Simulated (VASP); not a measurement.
# CuI (F-43m) in VASP: a series of runs, part 3 of 3

VASP 6.6.1. The steps go on from the part before.

## (5) Phonons, r2SCAN

This run uses another cell than the first one, of 27.32 Å³/atom.

Input file INCAR:

```
ALGO = Normal
EDIFF = 1E-8
ENCUT = 520
IBRION = 6
ISIF = 2
ISMEAR = 0
LASPH = True
LCHARG = True
LMIXTAU = True
LREAL = False
LWAVE = False
METAGGA = R2SCAN
NELM = 100
NFREE = 2
NSW = 1
POTIM = 0.015
PREC = Accurate
SIGMA = 0.01
```

Input file KPOINTS:

```
k-points
0
Gamma
  6 6 6
```

Input file POSCAR:

```
CuI
1.0
    3.0116971668      3.0116971668      0.0000000000
   -3.0116971668      3.0116971668      0.0000000000
    0.0000000000      3.0116971668      3.0116971668
Cu I
1 1
Direct
    0.7500000000      0.2500000000      0.5000000000
    0.0000000000      0.0000000000      0.0000000000
```

Potentials or basis: VASP PAW PBE potentials, release 64 (Cu, I).

Command:

```sh
$ cat potpaw_PBE.64/Cu/POTCAR potpaw_PBE.64/I/POTCAR > POTCAR
$ mpirun -np 1 vasp_std > vasp.out
```

OUTCAR:

```text
EDIFF = 1E-8
   ENCUT = 520
   IBRION = 6
   ISIF = 2
   ISMEAR = 0
   LASPH = True
   LREAL = False
   METAGGA = R2SCAN
   NELM = 100
   NFREE = 2
   NSW = 1
   POTIM = 0.015
   PREC = Accurate

 ion  position               nearest neighbor table
   1  0.750  0.250  0.500-   2 2.61   2 2.61   2 2.61   2 2.61
   2  0.000  0.000  0.000-   1 2.61   1 2.61   1 2.61   1 2.61

  LATTYP: Found a face centered cubic cell.
 ALAT       =     6.0233943336

  Lattice vectors:

 A1 = (   0.0000000000,   3.0116971668,   3.0116971668)
 A2 = (   3.0116971668,   0.0000000000,   3.0116971668)
 A3 = (   3.0116971668,   3.0116971668,   0.0000000000)

Analysis of symmetry for initial positions (statically):
=====================================================================
 Subroutine PRICEL returns:
 Original cell was already a primitive cell.

 Routine SETGRP: Setting up the symmetry group for a
 face centered cubic supercell.

 Subroutine GETGRP returns: Found 24 space group operations
 (whereof 24 operations were pure point group operations)
 out of a pool of 48 trial point group operations.

The static configuration has the point symmetry T_d .

Analysis of symmetry for dynamics (positions and initial velocities):
=====================================================================
 Subroutine PRICEL returns:
 Original cell was already a primitive cell.

 Routine SETGRP: Setting up the symmetry group for a
 face centered cubic supercell.

 Subroutine GETGRP returns: Found 24 space group operations
 (whereof 24 operations were pure point group operations)
 out of a pool of 48 trial point group operations.

The dynamic configuration has the point symmetry T_d .

 Subroutine INISYM returns: Found 24 space group operations
 (whereof 24 operations are pure point group operations),
 and found     1 'primitive' translations

----------------------------------------------------------------------------------------

                                     Primitive cell

  volume of cell :      54.6341

  direct lattice vectors                    reciprocal lattice vectors
     3.011697167  3.011697167  0.000000000     0.166019348  0.166019348 -0.166019348
    -3.011697167  3.011697167  0.000000000    -0.166019348  0.166019348 -0.166019348
     0.000000000  3.011697167  3.011697167     0.000000000  0.000000000  0.332038696

  length of vectors
     4.259182979  4.259182979  4.259182979     0.287553946  0.287553946  0.332038696

  position of ions in fractional coordinates (direct lattice)
     0.750000000  0.250000000  0.500000000
     0.000000000  0.000000000  0.000000000

  ion indices of the primitive-cell ions
   primitive index   ion index
                 1           1
                 2           2
[... 101 lines left out ...]

--------------------------------------- Ionic step        1  -------------------------------------------

 number of electron      18.0000016 magnetization

 Free energy of the ion-electron system (eV)
  ---------------------------------------------------
  ext. energy  EPLUGINS =         0.00000000
  ---------------------------------------------------
  free energy    TOTEN  =       -35.79373289 eV

  energy without entropy =      -35.79373289  energy(sigma->0) =      -35.79373289

------------------------ aborting loop because EDIFF is reached ----------------------------------------

  FORCE on cell =-STRESS in cart. coord.  units (eV):
  Direction    XX          YY          ZZ          XY          YZ          ZX
  --------------------------------------------------------------------------------------
  -------------------------------------------------------------------------------------
  Total       -0.0087774     -0.0087774     -0.0087774      0.0000000      0.0000000      0.0000000
  in kB       -0.2574016     -0.2574016     -0.2574016      0.0000000      0.0000000      0.0000000
  external PRESSURE =      -0.2574016 kB  Pullay stress =       0.0000000 kB
[... 131 lines left out ...]
--------------------------------------- Ionic step        5  -------------------------------------------

 number of electron      18.0000016 magnetization

 Free energy of the ion-electron system (eV)
  ---------------------------------------------------
  ext. energy  EPLUGINS =         0.00000000
  ---------------------------------------------------
  free energy    TOTEN  =       -35.79344737 eV

  energy without entropy =      -35.79344737  energy(sigma->0) =      -35.79344737

 E-fermi :   4.5575     XC(G=0):  -9.5464

 val. band max:        4.4816586949   @ k =   0.0000   0.0000   0.0000
 cond. band min:       6.1471085166   @ k =   0.0000   0.0000   0.0000
 fundamental gap:      1.6654498217
 Fermi energy:         4.5575150799

 k-point     1 :       0.0000    0.0000    0.0000
  band No.  band energies     occupation
      1     -10.1574      2.00000
      2       0.5623      2.00000
      3       0.5838      2.00000
      4       0.6055      2.00000
      5       2.5569      2.00000
      6       2.5571      2.00000
      7       4.4664      2.00000
      8       4.4743      2.00000
      9       4.4817      2.00000
     10       6.1471      0.00000
     11       9.6915      0.00000
     12       9.6946      0.00000
     13       9.6986      0.00000
[... 354 lines left out ...]
  band No.  band energies     occupation
      1      -9.5566      2.00000
      2      -1.0612      2.00000
      3       0.1791      2.00000
      4       0.6142      2.00000
      5       2.5322      2.00000
      6       2.5588      2.00000
      7       2.7610      2.00000
      8       3.2442      2.00000
      9       3.7627      2.00000
     10       8.0175      0.00000
     11       9.8224      0.00000
     12      10.7430      0.00000
     13      11.4746      0.00000

 [... further k-points ...]

------------------------ aborting loop because EDIFF is reached ----------------------------------------

  FORCE on cell =-STRESS in cart. coord.  units (eV):
  Direction    XX          YY          ZZ          XY          YZ          ZX
  --------------------------------------------------------------------------------------
  -------------------------------------------------------------------------------------
  Total       -0.0078339     -0.0068404     -0.0068404      0.0000000      0.0536516      0.0000000
  in kB       -0.2297352     -0.2005992     -0.2005992      0.0000000      1.5733641      0.0000000
  external PRESSURE =      -0.2103112 kB  Pullay stress =       0.0000000 kB
[... 17 lines left out ...]
  FREE ENERGIE OF THE ION-ELECTRON SYSTEM (eV)
  ---------------------------------------------------
  free  energy   TOTEN  =       -35.7934473747 eV

  energy  without entropy=      -35.7934473747  energy(sigma->0) =      -35.79344737

 INTERNAL STRAIN TENSORS FROM DISPLACED ATOMS
 ============================================

 INTERNAL STRAIN TENSOR FOR ION    1 for displacements in x,y,z  (eV/Angst):
          X           Y           Z          XY          YZ          ZX
  --------------------------------------------------------------------------------
  x    -0.00000     0.00000     0.00000     0.00000     3.37189     0.00000
  y    -0.00000     0.00000    -0.00000     0.00000     0.00000     3.37189
  z     0.00000     0.00000    -0.00000     3.37189     0.00000     0.00000

 INTERNAL STRAIN TENSOR FOR ION    2 for displacements in x,y,z  (eV/Angst):
          X           Y           Z          XY          YZ          ZX
  --------------------------------------------------------------------------------
  x     0.00000     0.00000     0.00000     0.00000    -3.61378     0.00000
  y     0.00000     0.00000     0.00000     0.00000     0.00000    -3.61378
  z     0.00000     0.00000     0.00000    -3.61378     0.00000     0.00000

 Eigenvectors and eigenvalues of the dynamical matrix
 ----------------------------------------------------

   1 f  =    3.904211 THz    24.530881 2PiTHz  130.230460 cm-1    16.146512 meV
             X         Y         Z           dx          dy          dz
      1.505849  4.517546  1.505849    -0.795683   -0.191608    0.000000
      0.000000  0.000000  0.000000     0.558640    0.134526    0.000000
[... 21 lines left out ...]
   6 f/i=    0.014454 THz     0.090816 2PiTHz    0.482128 cm-1     0.059776 meV
             X         Y         Z           dx          dy          dz
      1.505849  4.517546  1.505849     0.574438    0.013439   -0.004060
      0.000000  0.000000  0.000000     0.818184    0.019141   -0.005783

 ELASTIC MODULI CONTR FROM IONIC RELAXATION (kBar)
 Direction    XX          YY          ZZ          XY          YZ          ZX
 --------------------------------------------------------------------------------
 XX          -0.0000      0.0000      0.0000     -0.0000      0.0000      0.0000
 YY           0.0000     -0.0000      0.0000     -0.0000     -0.0000     -0.0000
 ZZ           0.0000      0.0000     -0.0000      0.0000     -0.0000      0.0000
 XY          -0.0000     -0.0000      0.0000   -135.7893     -0.0000      0.0000
 YZ           0.0000     -0.0000     -0.0000     -0.0000   -135.7893      0.0000
 ZX           0.0000     -0.0000      0.0000      0.0000      0.0000   -135.7893
 --------------------------------------------------------------------------------
```

stdout:

```text
POSCAR found type information on POSCAR CuI
 POSCAR found :  2 types and       2 ions
 scaLAPACK will be used
 -----------------------------------------------------------------------------
|                                                                             |
|                                                                             |
|     You enforced a specific xc type in the INCAR file but a different       |
|     I HOPE YOU KNOW WHAT YOU ARE DOING!                                     |
|                                                                             |
 -----------------------------------------------------------------------------

 LDA part: xc-table for (None), standard interpolation
 POSCAR, INCAR and KPOINTS ok, starting setup
 FFT: planning ... GRIDC
 FFT: planning ... GRID_SOFT
 FFT: planning ... GRID
 WAVECAR not read
 entering main loop
 Found     2 degrees of freedom:
 Finite differences POTIM= 0.01500 DOF=   2
 bond charge predicted
 Finite differences progress:
 bond charge predicted
 Finite differences progress:
 bond charge predicted
 Finite differences progress:
 bond charge predicted
 Finite differences progress:
```

Run time: 6.3 min. Hardware: 1 thread of Intel Xeon Platinum 8375C at 2.90GHz (Ice Lake), shared host; peak memory 0.23 GiB.

What came out:

* Highest phonon frequency at Γ, LO-TO splitting left out: 130 cm⁻¹

Phonon frequencies in cm⁻¹ (negative: imaginary):
```
              q point        frequencies
(0.000, 0.000, 0.000)  0 0 0 130 130 130
```

Caveat: the PAW data sets were made with another functional, which shifts forces and pressure a little; spin-orbit coupling is left out, which moves the levels of the heavy elements.
